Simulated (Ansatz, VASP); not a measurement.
# LuC in VASP and in Ansatz

```
Lu C
1.0
     2.93805    0.00000    0.00000
     0.00000    2.93805    0.00000
     0.00000    0.00000    2.93805
Lu C
1 1
Direct
  0.00000 0.00000 0.00000
  0.50000 0.50000 0.50000
```

Alike in both runs: task single point; functional PBEsol; k mesh 10 × 10 × 10; occupations gaussian, width 0.05 eV; no spin polarisation.

|  | VASP | Ansatz |
| --- | --- | --- |
| version | VASP 6.6.1 | Ansatz 0.2.0 |
| potentials or method | VASP PAW PBE potentials, release 64 (Lu, C_h), cutoff 1300 eV | scalar-relativistic, plane waves, PAW |
| valence electrons in the cell | 29 | 29 |

Ansatz gave:

| Quantity | Value |
| --- | --- |
| gap on the k mesh at the Fermi level (eV) | none |
| pressure (GPa) | 6.4 |

Q: What did VASP give for the same quantities?

A: gap on the k mesh at the Fermi level (eV): none; pressure (GPa): 7.7.

VASP's potentials were made for PBE, not for PBEsol. A gap of «none» marks a metal or a gap that the smearing closes. The functional is the same, so the differences come from potentials, cutoffs and numerics.

Neither program's run includes spin-orbit coupling.
